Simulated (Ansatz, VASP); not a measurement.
One calculation of W, two programs

INCAR

```
SYSTEM = W
PREC = Accurate
ENCUT = 520
EDIFF = 1E-7
ISMEAR = -1
SIGMA = 0.05
LREAL = .FALSE.
LASPH = .TRUE.
NELM = 100
ALGO = Fast
ISIF = 2
LWAVE = .FALSE.
LCHARG = .FALSE.
GGA = CA
NBANDS = 36
```

File KPOINTS:

```
regular mesh
0
G
  9 6 6
  0 0 0
```

File POSCAR:

```
W
1.0
    2.7523058654      0.0000000000      0.0000000000
    0.0000000000      4.7645794866      0.0000000000
    0.0000000000      0.0000000000      4.8231832256
W
4
Direct
    0.7931720000      0.9368430000      0.7500000000
    0.2068280000      0.4368430000      0.7500000000
    0.2068280000      0.0631570000      0.2500000000
    0.7931720000      0.5631570000      0.2500000000
```

Contents of input.yaml:

```yaml
crystal:
  lattice:
    - [2.7523058654, 0.0, 0.0]
    - [0.0, 4.7645794866, 0.0]
    - [0.0, 0.0, 4.8231832256]
  atoms:
    - { symbol: W, position: [0.793172, 0.936843, 0.75] }
    - { symbol: W, position: [0.206828, 0.436843, 0.75] }
    - { symbol: W, position: [0.206828, 0.063157, 0.25] }
    - { symbol: W, position: [0.793172, 0.563157, 0.25] }
hamiltonian:
  xc: lda
  pseudopotentials: { kind: paw }
kpoints:
  mp_grid: { grid: [9, 6, 6] }
scf:
  occupations: { method: fermi_dirac, width: 0.05 }
output:
  forces: true
  stress: true
  eigenvalues: true
```

Alike in both runs: task single point; functional LDA; k mesh 9 × 6 × 6; occupations fermi-dirac, width 0.05 eV; no spin polarisation.

|  | VASP | Ansatz |
| --- | --- | --- |
| version | VASP 6.6.1 | Ansatz 0.2.0 |
| potentials or method | VASP PAW LDA potentials, release 64 (W_sv) | Ansatz PAW |
| plane-wave cutoff (eV) | 520 | 420 |
| valence electrons in the cell | 56 | 56 |

Ansatz gave:

| Property | Result |
| --- | --- |
| gap on the k mesh at the Fermi level (eV) | none |
| pressure (GPa) | 1.4 |
| traceless stress, the component that is largest in VASP (GPa) | -1.54 |
| rms of the force components (eV/Å) | 0.103 |

Problem. Which values does VASP return?

Solution. gap on the k mesh at the Fermi level (eV): none; pressure (GPa): 3.3; traceless stress, the component that is largest in VASP (GPa): -1.81; rms of the force components (eV/Å): 0.118.

LDA's correlation is that of Perdew and Zunger in VASP and of Perdew and Wang (1992) in Ansatz. Atom by atom the forces differ by 0.016 eV/Å (rms over components). A gap of «none» marks a metal or a gap that the smearing closes.

Neither program's run includes spin-orbit coupling.
